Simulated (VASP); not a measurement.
CsBr: relaxation of the atoms with PBE

CsBr:

```
CELL_PARAMETERS angstrom
4.17634 0.00000 0.00000
0.00000 4.17634 0.00000
0.00000 0.00000 4.17634
ATOMIC_POSITIONS crystal
Cs 0.00000 0.00000 0.00000
Br 0.50000 0.50000 0.50000
```

```json
{"Program": "VASP 6.6.1", "Task": "relaxation of the atoms", "Functional": "PBE", "Potentials or basis": "VASP PAW PBE potentials, release 64 (Cs_sv, Br)", "Cutoff": "450 eV", "k mesh": "7 × 7 × 7", "Occupations": "fermi-dirac, width 0.03 eV", "Spin": "no spin polarisation", "Dipole correction": "no", "Further INCAR settings": "ALGO = Normal; EDIFF = 1e-07; IBRION = 2; EDIFFG = -0.01; NSW = 50"}
```

* Pressure after relaxing: 2.7 GPa
* Band gap on the k mesh: 4.80 eV

Final structure:
```
Cs Br
1.0
     4.17634    0.00000    0.00000
     0.00000    4.17634    0.00000
     0.00000    0.00000    4.17634
Cs Br
1 1
Direct
  0.00000 0.00000 0.00000
  0.50000 0.50000 0.50000
```

Levels at points of the mesh, in eV from the valence-band top:
| k point | band 5 | band 6 | band 7 | band 8 | band 9 | band 10 | band 11 | band 12 |
| --- | --- | --- | --- | --- | --- | --- | --- | --- |
| (0.00, 0.00, 0.00) | -6.26 | 0.00 | 0.00 | 0.00 | 4.80 | 4.80 | 4.82 | 9.35 |

Run time: 19 s on 1 thread of Oxide Virtual Turin-like Processor, with other jobs on the host, peak memory 0.14 GiB.

Caveat: the relaxation stopped at its first step, so nothing moved; spin-orbit coupling is left out, which moves the levels of the heavy elements; an odd mesh through Γ misses points on the zone boundary, where band edges can lie.
